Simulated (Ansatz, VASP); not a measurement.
**GaCuP: VASP beside Ansatz**

```xyz
3
Lattice="3.5873 0.0000 0.0000 0.0000 3.5873 0.0000 0.0000 0.0000 4.3758" Properties=species:S:1:pos:R:3 pbc="T T T"
Ga    0.0000    0.0000    2.1879
Cu    1.7936    1.7936    2.1879
P     1.7936    1.7936    0.0000
```

Alike in both runs: functional PBE; k mesh 6 × 6 × 4; occupations gaussian, width 0.1 eV; no spin polarisation.

Ansatz relaxed the structure, and its values are those at the end. VASP's run is a single point on that final structure, the one shown.

```csv
,VASP,Ansatz
version,VASP 6.6.1,Ansatz 0.2.0
potentials or method,"VASP PAW PBE potentials, release 64 (Ga_d, Cu, P), cutoff 600 eV","scalar-relativistic, plane waves, PAW"
valence electrons in the cell,29,37
```

|  | VASP | Ansatz | Ansatz less VASP |
| --- | --- | --- | --- |
| gap on the k mesh at the Fermi level (eV) | none | none | - |
| pressure (GPa) | 0.3 | 0.0 | -0.27 |

A gap of «none» marks a metal or a gap that the smearing closes. The functional is the same, so the differences come from potentials, cutoffs and numerics. VASP's potentials hold 29 valence electrons a cell and Ansatz's 37, so a difference there can come from the potentials and not from the codes.
